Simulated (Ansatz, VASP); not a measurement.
CoO: VASP beside Ansatz

The input INCAR:

```
  PREC = Accurate
  ENCUT = 520
  EDIFF = 1E-6
  ISMEAR = 0
  SIGMA = 0.01
  LREAL = False
  LASPH = True
  NELM = 150
  ALGO = Normal
  ISIF = 2
  LWAVE = False
  LCHARG = False
  ISPIN = 2
  MAGMOM = -2.34 2.34 0.17 -0.17
  LORBIT = 11
  LMAXMIX = 4
  GGA = PE
  NBANDS = 27
```

Contents of KPOINTS:

```
regular mesh
0
Gamma
  12 12 8
```

Contents of POSCAR:

```
CoO
1.0
    3.1990602277      0.0000000000      0.0000000000
   -1.5995301139      2.7704674254      0.0000000000
    0.0000000000      0.0000000000      5.2511795156
Co O
2 2
Direct
    0.0000000000      0.0000000000      0.0055841018
    0.3333333333      0.6666666667      0.5055844798
    0.0000000000      0.0000000000      0.3694163116
    0.3333333333      0.6666666667      0.8694161068
```

Input for Ansatz:

```yaml
crystal:
  lattice:
    - [3.1990602277, 0.0, 0.0]
    - [-1.5995301139, 2.7704674254, 0.0]
    - [0.0, 0.0, 5.2511795156]
  atoms:
    - { symbol: Co, position: [0.0, 0.0, 0.0055841018], spin: -2.34 }
    - { symbol: Co, position: [0.3333333333, 0.6666666667, 0.5055844798], spin: 2.34 }
    - { symbol: O, position: [0.0, 0.0, 0.3694163116], spin: 0.17 }
    - { symbol: O, position: [0.3333333333, 0.6666666667, 0.8694161068], spin: -0.17 }
basis:
  ecutwfc: 420
kpoints:
  mp_grid: { grid: [12, 12, 8] }
  band_path: { path: [VBM, CBM], npoints: 2 }
hamiltonian:
  xc: pbe
scf:
  occupations: { method: gaussian, width: 0.01 }
output:
  forces: true
  stress: true
  eigenvalues: true
  populations: true
magnetization:
  spin_polarized: true
checkpoint:
  read: start.run
  write: ck
  compress: false
  write_wavefunctions: false
  write_every: 100000
```

Alike in both runs: task single point; functional PBE; k mesh 12 × 12 × 8; occupations gaussian, width 0.01 eV; collinear spin.

|  | VASP | Ansatz |
| --- | --- | --- |
| version | VASP 6.6.1 | Ansatz 0.2.0 |
| potentials or method | VASP PAW PBE potentials, release 64 (Co, O), cutoff 520 eV | scalar-relativistic, plane waves, PAW |
| valence electrons in the cell | 30 | 46 |

```tsv
	VASP	Ansatz	Ansatz less VASP
gap on the k mesh at the Fermi level (eV)	0.17	0.16	-0.009
least direct gap on the mesh (eV)	0.25	0.24	-0.007
pressure (GPa)	-1.4	-1.2	+0.13
traceless stress, the component that is largest in VASP (GPa)	1.21	1.24	+0.034
net moment per atom (μB)	0.00	0.00	0.000
size of the moment on the site where the two differ most (μB)	2.30	2.13	-0.169
```

Site moments also hang on the region over which each program counts them. VASP's potentials hold 30 valence electrons a cell and Ansatz's 46, so a difference there can come from the potentials and not from the codes. Ansatz's warnings: stability check not made.
